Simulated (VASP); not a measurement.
Runs of VASP 6.6.1 on BaF2. The structure is that of space group Fm-3m (No. 225), or close to it. The cells are those of the table. 

| task | cell | smearing | gap on the mesh (eV) | pressure (GPa) |
| --- | --- | --- | --- | --- |
| relaxation of cell and atoms | relaxed from a = 4.402 Å, angles 60.0°, 3 atoms | gaussian 0.02 eV | 6.60 | 0.0 |
| single point | a = 4.402 Å, angles 60.0°, 3 atoms | gaussian 0.1 eV | 6.72 | (a) |
| single point | a = 4.416 Å, angles 60.0°, 3 atoms | gaussian 0.02 eV | 6.68 | 0.9 |
| single point | a = 4.416 Å, angles 60.0°, 3 atoms | fermi-dirac 0.02 eV | 6.68 | 0.9 |

Alike in all rows: level PBE; potentials or basis VASP PAW PBE potentials, release 64 (Ba_sv, F); no spin polarisation; k mesh 6 × 6 × 6; cutoff (eV) 600.

Task: Estimate the missing entries.

Result: (a) 1.5.

Caveats: spin-orbit coupling is left out, which moves the levels of the heavy elements.

A k mesh can miss the band edges, and the runs leave out spin-orbit coupling on Ba.
